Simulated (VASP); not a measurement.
Here is a VASP 6.6.1 calculation.

File INCAR:

```
PREC = Accurate
ENCUT = 520
EDIFF = 1E-7
ISMEAR = -1
SIGMA = 0.05
LREAL = F
LASPH = T
NELM = 60
ALGO = Normal
ISIF = 2
LWAVE = F
LCHARG = F
GGA = PE
NBANDS = 13
```

The input KPOINTS:

```
Automatic mesh
0
Gamma
  12 12 12
```

The input POSCAR:

```
Pb
1.0
    3.2543805230      0.0000000000      0.0000000000
    0.0000000000      3.2543805230      0.0000000000
    0.0000000000      0.0000000000      3.2543805230
Pb
1
Direct
    0.0000000000      0.0000000000      0.0000000000
```

Potentials or basis: VASP PAW PBE potentials, release 64 (Pb_d).

The run is started by

```sh
$ cat potpaw_PBE.64/Pb_d/POTCAR > POTCAR
$ mpirun -np 1 vasp_std > vasp.out
```

Problem. Predict the pressure.

Solution. 0.0 GPa.

Problem. Predict the band gap on the k mesh.

Solution. Zero (band 7 reaches 10.54 eV, above the bottom of band 8 at 3.95 eV).

Caveat: spin-orbit coupling is left out, which moves the levels of the heavy elements.
